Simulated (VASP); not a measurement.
Here is a VASP 6.6.1 calculation.

Contents of INCAR:

```
PREC     = Accurate       # precision mode
ENCUT    = 520            # plane-wave cutoff, eV
EDIFF    = 1E-6           # SCF threshold, eV
ISMEAR   = 0              # smearing method
SIGMA    = 0.15           # smearing width, eV
LREAL    = F              # projectors in reciprocal space
LASPH    = T              # aspherical terms in the spheres
NELM     = 60             # most SCF steps
ALGO     = Fast           # electronic algorithm
ISIF     = 2              # what is computed and relaxed
LWAVE    = F              # write WAVECAR
LCHARG   = F              # write CHGCAR
GGA      = PS             # functional
NBANDS   = 11             # bands
```

File KPOINTS:

```
Automatic mesh
0
Gamma
  18 18 18
```

Contents of POSCAR:

```
Ca
1.0
    3.4472033558      0.0000000000      0.0000000000
    0.0000000000      3.4299673390      0.0000000000
    0.0000000000      0.0000000000      3.4472033558
Ca
1
Direct
    0.0000000000      0.0000000000      0.0000000000
```

Potentials or basis: VASP PAW PBE potentials, release 64 (Ca_sv).

Launch:

```sh
$ cat potpaw_PBE.64/Ca_sv/POTCAR > POTCAR
$ mpirun -np 1 vasp_std > vasp.out
```

Problem. What does it give for the band gap on the k mesh?

Solution. Zero (bands 5 and 6 overlap by 1.11 eV).

Problem. Predict the pressure.

Solution. 0.2 GPa.

Stress tensor (GPa, compression positive):
```
0.07 0.00 0.00
0.00 0.38 0.00
0.00 0.00 0.07
```

Caveat: the cell differs from its parent crystal (strain -0.0050 x Voigt [0, 1, 0, 0, 0, 0]); the PAW data sets were made with another functional, which shifts forces and pressure a little.
